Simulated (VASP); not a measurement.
Set up this calculation in VASP 6.6.1, as the native input.

```
Task                   : single point
Functional             : PBEsol
Potentials or basis    : VASP PAW PBE potentials, release 64 (W_sv)
Cutoff                 : 500 eV
k mesh                 : 6 × 6 × 6
Occupations            : gaussian, width 0.1 eV
Spin                   : no spin polarisation
Dipole correction      : no
Further INCAR settings : ALGO = Normal; EDIFF = 1e-06; NBANDS = 13
```

The structure of W lies in POSCAR:

```
W
1.0
   -1.5772668767      1.5772668767      1.5772668767
    1.5772668767     -1.5772668767      1.5772668767
    1.5772668767      1.5772668767     -1.5772668767
W
1
Direct
    0.0000000000      0.0000000000      0.0000000000
```

The input as run:

INCAR

```
ALGO = Normal
EDIFF = 1E-6
ENCUT = 500
GGA = PS
GGA_COMPAT = F
ISIF = 2
ISMEAR = 0
LASPH = T
LCHARG = T
LELF = T
LREAL = F
LVHAR = T
LWAVE = F
NBANDS = 13
NELM = 120
PREC = Accurate
SIGMA = 0.1
```

KPOINTS

```
k-points
0
Gamma
  6 6 6
```

Potentials or basis: VASP PAW PBE potentials, release 64 (W_sv).

Launch:

```sh
$ cat potpaw_PBE.64/W_sv/POTCAR > POTCAR
$ mpirun -np 1 vasp_std > vasp.out
```

It gave:

```yaml
Pressure: -1.4 GPa
Band_gap_on_the_k_mesh: zero (band 7 reaches 16.70 eV, above the bottom of band 8 at 10.19 eV)
```

Caveat: the k points lie up to 0.47 Å⁻¹ apart; the PAW data sets were made with another functional, which shifts forces and pressure a little; spin-orbit coupling is left out, which moves the levels of the heavy elements.

Run time: 3.7 s on 1 thread of Intel(R) Xeon(R) Platinum 8259CL CPU @ 2.50GHz (Skylake/Cascade Lake), on a shared host, peak memory 0.12 GiB.
